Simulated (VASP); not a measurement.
# In6Te (P6/mmm) in VASP: further runs

Runs on In6Te. Level: PBE. Tasks: single point, relaxation of cell and atoms.

All numbers are computed with VASP 6.6.1; they aren't measurements. Logs are shortened: lines on timing, memory, paths and dates and some standing lists are left out, and cuts for length are marked.

## 1. The cell of the first run

The structure is hexagonal, space group P6/mmm (No. 191). Conventional cell: a = 9.130 Å, b = 9.130 Å, c = 3.325 Å, α = 90.00°, β = 90.00°, γ = 120.00°. In (site symmetry m2m) has 5 In at 3.03 to 3.32 Å and 2 Te at 3.46 Å within 4.0 Å. Within 4.4 Å of Te (site symmetry 6/mmm) lie 2 Te at 3.32 Å and 12 In at 3.46 Å.

The cell was generated, and may not be a known phase.

## 2. Single point, PBE

Contents of INCAR:

```
SYSTEM = In6Te
PREC = Accurate
ENCUT = 520
EDIFF = 1E-6
ISMEAR = 0
SIGMA = 0.1
LREAL = .False.
LASPH = .True.
NELM = 60
ALGO = Fast
ISIF = 2
LWAVE = .False.
LCHARG = .False.
GGA = PE
NBANDS = 51
```

Contents of KPOINTS:

```
regular mesh
0
Gamma
  3 3 6
  0 0 0
```

Contents of POSCAR:

```
In6Te
1.0
    9.1299036322      0.0000000000      0.0000000000
   -4.5649518161      7.9067284796      0.0000000000
    0.0000000000      0.0000000000      3.3246308438
In Te
6 1
Direct
    0.0000000000      0.3320976669      0.5000000000
    0.6679023331      0.6679023331      0.5000000000
    0.3320976669      0.0000000000      0.5000000000
    0.0000000000      0.6679023331      0.5000000000
    0.3320976669      0.3320976669      0.5000000000
    0.6679023331      0.0000000000      0.5000000000
    0.0000000000      0.0000000000      0.0000000000
```

Potentials or basis: VASP PAW PBE potentials, release 64 (In_d, Te).

Run with:

```bash
$ cat potpaw_PBE.64/In_d/POTCAR potpaw_PBE.64/Te/POTCAR > POTCAR
$ mpirun -np 1 vasp_std > vasp.out
```

OUTCAR:

```text
SYSTEM = In6Te
   PREC = Accurate
   ENCUT = 520
   EDIFF = 1E-6
   ISMEAR = 0
   LREAL = .False.
   LASPH = .True.
   NELM = 60
   ISIF = 2
   GGA = PE

 ion  position               nearest neighbor table
   1  0.000  0.332  0.500-   5 3.03   6 3.03   4 3.07   7 3.46   7 3.46
   2  0.668  0.668  0.500-   4 3.03   6 3.03   5 3.07   7 3.46   7 3.46
   3  0.332  0.000  0.500-   4 3.03   5 3.03   6 3.07   7 3.46   7 3.46
   4  0.000  0.668  0.500-   2 3.03   3 3.03   1 3.07   7 3.46   7 3.46
   5  0.332  0.332  0.500-   1 3.03   3 3.03   2 3.07   7 3.46   7 3.46
   6  0.668  0.000  0.500-   1 3.03   2 3.03   3 3.07   7 3.46   7 3.46
   7  0.000  0.000  0.000-   3 3.46   6 3.46   3 3.46   6 3.46   5 3.46   2 3.46   1 3.46   2 3.46
                             1 3.46   4 3.46   5 3.46   4 3.46

  LATTYP: Found a hexagonal cell.
 ALAT       =     9.1299036322
 C/A-ratio  =     0.3641474190

  Lattice vectors:

 A1 = (   9.1299036322,   0.0000000000,   0.0000000000)
 A2 = (  -4.5649518161,   7.9067284796,   0.0000000000)
 A3 = (   0.0000000000,   0.0000000000,   3.3246308438)

Analysis of symmetry for initial positions (statically):
=====================================================================
 Subroutine PRICEL returns:
 Original cell was already a primitive cell.

 Routine SETGRP: Setting up the symmetry group for a
 hexagonal supercell.

 Subroutine GETGRP returns: Found 24 space group operations
 (whereof 24 operations were pure point group operations)
 out of a pool of 24 trial point group operations.

The static configuration has the point symmetry D_6h.

Analysis of symmetry for dynamics (positions and initial velocities):
=====================================================================
 Subroutine PRICEL returns:
 Original cell was already a primitive cell.

 Routine SETGRP: Setting up the symmetry group for a
 hexagonal supercell.

 Subroutine GETGRP returns: Found 24 space group operations
 (whereof 24 operations were pure point group operations)
 out of a pool of 24 trial point group operations.

The dynamic configuration has the point symmetry D_6h.

 Subroutine INISYM returns: Found 24 space group operations
 (whereof 24 operations are pure point group operations),
 and found     1 'primitive' translations

----------------------------------------------------------------------------------------

                                     Primitive cell

  volume of cell :     239.9974

  direct lattice vectors                    reciprocal lattice vectors
     9.129903632  0.000000000  0.000000000     0.109530181  0.063237280  0.000000000
    -4.564951816  7.906728480  0.000000000     0.000000000  0.126474559  0.000000000
     0.000000000  0.000000000  3.324630844     0.000000000  0.000000000  0.300785274

  length of vectors
     9.129903632  9.129903632  3.324630844     0.126474559  0.126474559  0.300785274

  position of ions in fractional coordinates (direct lattice)
     0.000000000  0.332097667  0.500000000
     0.667902333  0.667902333  0.500000000
     0.332097667  0.000000000  0.500000000
     0.000000000  0.667902333  0.500000000
     0.332097667  0.332097667  0.500000000
     0.667902333  0.000000000  0.500000000
     0.000000000  0.000000000  0.000000000

  ion indices of the primitive-cell ions
   primitive index   ion index
                 1           1
                 2           2
                 3           3
                 4           4
                 5           5
                 6           6
                 7           7

----------------------------------------------------------------------------------------

 KPOINTS: regular mesh

Automatic generation of k-mesh.
 Grid dimensions read from file:
 generate k-points for:    3    3    6

 Generating k-lattice:

  Cartesian coordinates                     Fractional coordinates (reciprocal lattice)
     0.036510060  0.021079093  0.000000000     0.333333333  0.000000000  0.000000000
     0.000000000  0.042158186  0.000000000     0.000000000  0.333333333  0.000000000
     0.000000000  0.000000000  0.050130879     0.000000000  0.000000000  0.166666667

  Length of vectors
     0.042158186  0.042158186  0.050130879

  Shift w.r.t. Gamma in fractional coordinates (k-lattice)
     0.000000000  0.000000000  0.000000000

 Subroutine IBZKPT returns following result:
 ===========================================

 Found     12 irreducible k-points:

 Following reciprocal coordinates:
            Coordinates               Weight
  0.000000  0.000000  0.000000      1.000000
  0.333333  0.000000  0.000000      6.000000
  0.333333  0.333333  0.000000      2.000000
  0.000000  0.000000  0.166667      2.000000
  0.333333  0.000000  0.166667     12.000000
  0.333333  0.333333  0.166667      4.000000
  0.000000  0.000000  0.333333      2.000000
  0.333333  0.000000  0.333333     12.000000
  0.333333  0.333333  0.333333      4.000000
  0.000000  0.000000  0.500000      1.000000
[... 37 lines left out ...]
   IALGO  =     68    algorithm
   IMIX   =      4    mixing-type and parameters
     AMIX     =   0.40;   BMIX     =  1.00
     AMIX_MAG =   1.60;   BMIX_MAG =  1.00
  volume/ion in A,a.u.               =      34.29       231.37
  Fermi-wavevector in a.u.,A,eV,Ry     =   1.153717  2.180208 18.110195  1.331062
  Thomas-Fermi vector in A             =   2.290358
   LORBIT       =      0    0 simple, 1 ext, 2 COOP (PROOUT), +10 PAW based schemes
   GGA     = PE    functional components
   LHFCALC =     F    Hartree Fock is set to
   AEXX    =    0.0000 exact exchange contribution
   IVDW    =     0    specifies the selected vdW correction
   LEPSILON=     F    determine dielectric tensor
   LRPA    =     F    only Hartree local field effects (RPA)
 non-spin polarized calculation
 RMM-DIIS sequential band-by-band and
 Gauss-broadening in eV      SIGMA  =   0.10
  energy-cutoff  :      520.00
  volume of cell :      240.00
 maximum number of plane-waves:      6522
 NGX is ok and might be reduce to    70
   NGX = 33   NGY = 33   NGZ = 13

 number of electron      84.0000008 magnetization

 Free energy of the ion-electron system (eV)
  ---------------------------------------------------
  ext. energy  EPLUGINS =         0.00000000
  ---------------------------------------------------
  free energy    TOTEN  =       -17.64986985 eV

  energy without entropy =      -17.64253941  energy(sigma->0) =      -17.64620463

 E-fermi :   5.0130     XC(G=0):  -8.7701

 val. band max:        4.8306253901   @ k =   0.0000   0.0000   0.5000
 cond. band min:       5.0557437099   @ k =   0.0000   0.0000   0.1667
 fundamental gap:      0.2251183198
 Fermi energy:         5.0130331422

 k-point     1 :       0.0000    0.0000    0.0000
  band No.  band energies     occupation
      1      -9.8739      2.00000
      2      -9.8426      2.00000
      3      -9.8339      2.00000
      4      -9.7983      2.00000
      5      -9.7983      2.00000
      6      -9.7928      2.00000
[... 43 lines left out ...]
     50      10.0298      0.00000
     51      11.0192      0.00000

 k-point     2 :       0.3333    0.0000    0.0000
  band No.  band energies     occupation
      1      -9.8535      2.00000
      2      -9.8335      2.00000
      3      -9.8289      2.00000
      4      -9.8056      2.00000
      5      -9.7912      2.00000
      6      -9.7777      2.00000
[... 43 lines left out ...]
     50       9.9457      0.00000
     51      11.2779      0.00000

 k-point     3 :       0.3333    0.3333    0.0000
  band No.  band energies     occupation
      1      -9.8379      2.00000
      2      -9.8379      2.00000
      3      -9.8313      2.00000
      4      -9.7875      2.00000
      5      -9.7731      2.00000
      6      -9.7731      2.00000
[... 43 lines left out ...]
     50      10.0001      0.00000
     51      10.1950      0.00000
[... 379 lines left out ...]
 k-point    11 :       0.3333    0.0000    0.5000
  band No.  band energies     occupation
      1      -9.7842      2.00000
      2      -9.7812      2.00000
      3      -9.7415      2.00000
      4      -9.7183      2.00000
      5      -9.7101      2.00000
      6      -9.7014      2.00000
[... 43 lines left out ...]
     50       7.7061      0.00000
     51       8.7442      0.00000

 k-point    12 :       0.3333    0.3333    0.5000
  band No.  band energies     occupation
      1      -9.7393      2.00000
      2      -9.7325      2.00000
      3      -9.7325      2.00000
      4      -9.7288      2.00000
      5      -9.7283      2.00000
      6      -9.7283      2.00000
[... 43 lines left out ...]
     50       7.9267      0.00000
     51       7.9267      0.00000

------------------------ aborting loop because EDIFF is reached ----------------------------------------

  FORCE on cell =-STRESS in cart. coord.  units (eV):
  Direction    XX          YY          ZZ          XY          YZ          ZX
  --------------------------------------------------------------------------------------
  -------------------------------------------------------------------------------------
  Total       -0.0657067     -0.0657067     -0.0900578      0.0000000      0.0000000      0.0000000
  in kB       -0.4386456     -0.4386456     -0.6012090      0.0000000      0.0000000      0.0000000
  external PRESSURE =      -0.4928334 kB  Pullay stress =       0.0000000 kB

 VOLUME and BASIS-vectors are now :
 -----------------------------------------------------------------------------
  energy-cutoff  :      520.00
  volume of cell :      240.00
      direct lattice vectors                 reciprocal lattice vectors
     9.129903632  0.000000000  0.000000000     0.109530181  0.063237280  0.000000000
    -4.564951816  7.906728480  0.000000000     0.000000000  0.126474559  0.000000000
     0.000000000  0.000000000  3.324630844     0.000000000  0.000000000  0.300785274

 POSITION                                       TOTAL-FORCE (eV/Angst)
 -----------------------------------------------------------------------------------
     -1.51601      2.62581      1.66232         0.002401     -0.004160      0.000000
      3.04894      5.28092      1.66232         0.002401      0.004160     -0.000000
      3.03202      0.00000      1.66232        -0.004803      0.000000      0.000000
     -3.04894      5.28092      1.66232        -0.002401      0.004160     -0.000000
      1.51601      2.62581      1.66232        -0.002401     -0.004160      0.000000
      6.09788      0.00000      1.66232         0.004803      0.000000      0.000000
      0.00000      0.00000      0.00000         0.000000      0.000000     -0.000000
 -----------------------------------------------------------------------------------
    total drift:                                0.000000     -0.000000     -0.000000

  FREE ENERGIE OF THE ION-ELECTRON SYSTEM (eV)
  ---------------------------------------------------
  free  energy   TOTEN  =       -17.6498698537 eV

  energy  without entropy=      -17.6425394150  energy(sigma->0) =      -17.64620463
```

It took 1.9 min on 1 thread of Intel Xeon 6975P-C (Granite Rapids), shared host; peak memory 0.43 GiB.

What came out:

- Free energy: -17.6499 eV
- Pressure: 0.0 GPa
- Largest force: 0.005 eV/Å
- Band gap on the k mesh: zero (bands 42 and 43 overlap by 1.48 eV)

Forces in eV/Å, atoms in the order of the input:
```
In   0.002 -0.004  0.000
In   0.002  0.004  0.000
In  -0.005  0.000  0.000
In  -0.002  0.004  0.000
In  -0.002 -0.004  0.000
In   0.005  0.000  0.000
Te   0.000  0.000  0.000
```

Caveat: spin-orbit coupling is left out, which moves the levels of the heavy elements.

## 3. Relaxation of cell and atoms, PBE

This run uses another cell than the first one, of 21.70 Å³/atom.

Contents of INCAR:

```
PREC = Accurate
ENCUT = 600
EDIFF = 1E-7
ISMEAR = 0
SIGMA = 0.1
LREAL = False
LASPH = True
NELM = 60
ALGO = Normal
ISIF = 3
LWAVE = False
LCHARG = False
GGA = PE
IBRION = 2
NSW = 90
EDIFFG = -0.04
```

Contents of KPOINTS:

```
regular mesh
0
Gamma
  3 3 4
```

Contents of POSCAR:

```
In6Te
1.0
    5.9151974000      0.0000000000      0.0000000000
   -2.9575987000      5.1227112200      0.0000000000
    0.0000000000      0.0000000000      5.0122769200
In Te
6 1
Direct
    0.0000000000      0.3336124100      0.5000000000
    0.6663875900      0.6663875900      0.5000000000
    0.3336124100      0.0000000000      0.5000000000
    0.0000000000      0.6663875900      0.5000000000
    0.3336124100      0.3336124100      0.5000000000
    0.6663875900      0.0000000000      0.5000000000
    0.0000000000      0.0000000000      0.0000000000
```

Potentials or basis: VASP PAW PBE potentials, release 64 (In_d, Te).

Run with:

```bash
$ cat potpaw_PBE.64/In_d/POTCAR potpaw_PBE.64/Te/POTCAR > POTCAR
$ mpirun -np 1 vasp_std > vasp.out
```

It took 24 min on 1 thread of Intel Xeon 6975P-C (Granite Rapids), shared host; peak memory 0.33 GiB.

It converged, with:

| Item | Value |
| --- | --- |
| Free energy | -18.1118 eV |
| Relaxed volume | 33.63 Å³/atom |
| Relaxed cell | a = 9.314 Å, b = 9.314 Å, c = 3.134 Å, α = 90.00°, β = 90.00°, γ = 120.00° |
| Space group after relaxing (to 0.1 Å) | P6/mmm (No. 191) |
| Pressure after relaxing | 0.0 GPa |
| Largest force after relaxing | 0.024 eV/Å |
| Band gap on the k mesh | zero (bands 42 and 43 overlap by 1.46 eV) |

Forces on the atoms (eV/Å):
```
In  -0.012  0.021  0.000
In  -0.012 -0.021  0.000
In   0.024  0.000  0.000
In   0.012 -0.021  0.000
In   0.012  0.021  0.000
In  -0.024  0.000  0.000
Te   0.000  0.000  0.000
```

Final structure:
```
CELL_PARAMETERS angstrom
9.31392 0.00000 0.00000
-4.65696 8.06609 0.00000
0.00000 0.00000 3.13352
ATOMIC_POSITIONS crystal
In 0.00000 0.33586 0.50000
In 0.66414 0.66414 0.50000
In 0.33586 0.00000 0.50000
In 0.00000 0.66414 0.50000
In 0.33586 0.33586 0.50000
In 0.66414 0.00000 0.50000
Te 0.00000 0.00000 0.00000
```

Levels at points of the mesh, in eV from the Fermi level:
| k point | band 39 | band 40 | band 41 | band 42 | band 43 | band 44 | band 45 | band 46 |
| --- | --- | --- | --- | --- | --- | --- | --- | --- |
| (0.00, 0.00, 0.00) | -2.06 | -2.06 | -1.34 | -0.97 | -0.97 | 2.31 | 2.31 | 2.48 |
| (0.00, 0.00, 0.50) | -2.83 | -2.38 | -1.22 | -1.22 | 0.25 | 0.96 | 0.96 | 1.09 |

Caveat: the k points lie up to 0.50 Å⁻¹ apart in the final cell, too coarse for converged energies and pressures of a metal; the volume moved by over 15 % at a fixed basis, so the end points are rough; spin-orbit coupling is left out, which moves the levels of the heavy elements.

## 4. Relaxation of cell and atoms, PBE

This run uses another cell than the first one, of 33.79 Å³/atom.

Contents of INCAR:

```
PREC = Accurate
ENCUT = 600
EDIFF = 1E-6
ISMEAR = 0
SIGMA = 0.1
LREAL = F
LASPH = T
NELM = 80
ALGO = Fast
ISIF = 3
LWAVE = F
LCHARG = F
GGA = PE
IBRION = 2
NSW = 90
EDIFFG = -0.04
```

Contents of KPOINTS:

```
regular mesh
0
Gamma
  3 3 6
```

Contents of POSCAR:

```
In6Te
1.0
    9.3363249658      0.0000000000      0.0000000000
   -4.6681624829      8.0854945984      0.0000000000
    0.0000000000      0.0000000000      3.1335461128
In Te
6 1
Direct
    0.0000000000      0.3360970218      0.5000000000
    0.6639029782      0.6639029782      0.5000000000
    0.3360970218      0.0000000000      0.5000000000
    0.0000000000      0.6639029782      0.5000000000
    0.3360970218      0.3360970218      0.5000000000
    0.6639029782      0.0000000000      0.5000000000
    0.0000000000      0.0000000000      0.0000000000
```

Run with:

```bash
$ cat potpaw_PBE.64/In_d/POTCAR potpaw_PBE.64/Te/POTCAR > POTCAR
$ mpirun -np 1 vasp_std > vasp.out
```

It took 19 min on 1 thread of Intel Xeon 6975P-C (Granite Rapids), shared host; peak memory 0.51 GiB.

The run converged. Its results:

```
Free energy                           : -17.6481 eV
Relaxed volume                        : 34.13 Å³/atom
Relaxed cell                          : a = 9.117 Å, b = 9.117 Å, c = 3.319 Å, α = 90.00°, β = 90.00°, γ = 120.00°
Space group after relaxing (to 0.1 Å) : P6/mmm (No. 191)
Energy gained by relaxing             : 31.2 meV/atom
Ionic steps                           : 9
Pressure after relaxing               : 0.1 GPa
Largest force after relaxing          : 0.031 eV/Å
Band gap on the k mesh                : zero (bands 42 and 43 overlap by 1.49 eV)
```

Forces in eV/Å, atoms in the order of the input:
```
In   0.016 -0.027  0.000
In   0.016  0.027  0.000
In  -0.031  0.000  0.000
In  -0.016  0.027  0.000
In  -0.016 -0.027  0.000
In   0.031  0.000  0.000
Te   0.000  0.000  0.000
```

The path:
```
step  energy change (eV)  largest force (eV/Å)  pressure (GPa)  volume (Å³)
   1              0.0000                0.1261            0.66       236.55
   2             -0.1346                0.2045            0.07       241.27
   3             -0.1851                0.1904           -0.70       246.11
   4             -0.2136                0.0788           -0.21       240.84
   5             -0.2138                0.0672           -0.12       240.36
   6             -0.2179                0.0387           -0.10       239.24
   7             -0.2167                0.0054            0.20       237.96
   8             -0.2182                0.0243            0.18       238.65
   9             -0.2182                0.0314            0.07       238.88
```

Final structure:
```
In Te
1.0
     9.11677    0.00000    0.00000
    -4.55839    7.89536    0.00000
     0.00000    0.00000    3.31865
In Te
6 1
Direct
  0.00000 0.33265 0.50000
  0.66735 0.66735 0.50000
  0.33265 0.00000 0.50000
  0.00000 0.66735 0.50000
  0.33265 0.33265 0.50000
  0.66735 0.00000 0.50000
  0.00000 0.00000 0.00000
```

Levels at points of the mesh, in eV from the Fermi level:
```
           k point  band 38  band 39  band 40  band 41  band 42  band 43  band 44  band 45  band 46  band 47
(0.00, 0.00, 0.00)    -2.14    -1.64    -1.64    -1.06    -0.69    -0.69     1.40     2.82     2.82     3.02
(0.00, 0.00, 0.50)    -2.95    -2.95    -2.28    -1.01    -1.01    -0.18     0.95     1.25     1.25     1.46
```

Caveat: spin-orbit coupling is left out, which moves the levels of the heavy elements.

## 5. The runs side by side

| task | cell | k mesh | cutoff (eV) | gap on the mesh (eV) | pressure (GPa) | relaxed volume (Å³/atom) | largest force (eV/Å) |
| --- | --- | --- | --- | --- | --- | --- | --- |
| single point | a = 9.130, b = 9.130, c = 3.325 Å, angles 90.0, 90.0, 120.0°, 7 atoms, atomic positions A | 3 × 3 × 6 | 520 | none | 0.0 | - | - |
| relaxation of cell and atoms | relaxed from a = 5.915, b = 5.915, c = 5.012 Å, angles 90.0, 90.0, 120.0°, 7 atoms, atomic positions B | 3 × 3 × 4 | 600 | none | 0.0 | 33.63 | 0.02 |
| relaxation of cell and atoms | relaxed from a = 9.336, b = 9.336, c = 3.134 Å, angles 90.0, 90.0, 120.0°, 7 atoms, atomic positions C | 3 × 3 × 6 | 600 | none | 0.1 | 34.13 | 0.03 |

Alike in all rows: level PBE; potentials or basis VASP PAW PBE potentials, release 64 (In_d, Te); no spin polarisation; smearing gaussian 0.1 eV.

Caveats: some runs use coarse meshes; spin-orbit coupling is left out, which moves the levels of the heavy elements; the volume moved by over 15 % at a fixed basis, so the end points are rough (at least some runs).

Absolute energies hang on the potentials; compare differences alone.

The gap in the log of VASP goes by the Fermi energy; the results here count the filled bands.